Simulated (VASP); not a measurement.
A run of VASP 6.6.1 is set up as follows.

Contents of INCAR:

```
PREC = Accurate ; ENCUT = 520
EDIFF = 1E-6 ; ISMEAR = 0
SIGMA = 0.1 ; LREAL = False
LASPH = True ; NELM = 100
ALGO = Normal ; ISIF = 2
LWAVE = False ; LCHARG = False
GGA = PE ; NBANDS = 28
```

File KPOINTS:

```
regular mesh
0
Gamma
  6 6 4
```

File POSCAR:

```
PbSe
1.0
    4.2589371132      0.0000000033      0.0000000000
   -2.1294685594      3.6883477315      0.0000000000
    0.0000000000      0.0000000000      7.6573641765
Pb Se
2 2
Direct
    0.6666666667      0.3333333333      0.7500000000
    0.3333333333      0.6666666667      0.2500000000
    0.0000000000      0.0000000000      0.0000000000
    0.0000000000      0.0000000000      0.5000000000
```

Potentials or basis: VASP PAW PBE potentials, release 64 (Pb_d, Se).

Run with:

```bash
$ cat potpaw_PBE.64/Pb_d/POTCAR potpaw_PBE.64/Se/POTCAR > POTCAR
$ mpirun -np 1 vasp_std > vasp.out
```

(1) Estimate the band gap on the k mesh.

(2) What does it give for the pressure?

Results:

(1) 0.16 eV, indirect (least direct gap 0.24 eV).

(2) 0.1 GPa.

Caveat: spin-orbit coupling is left out, which moves the levels of the heavy elements.
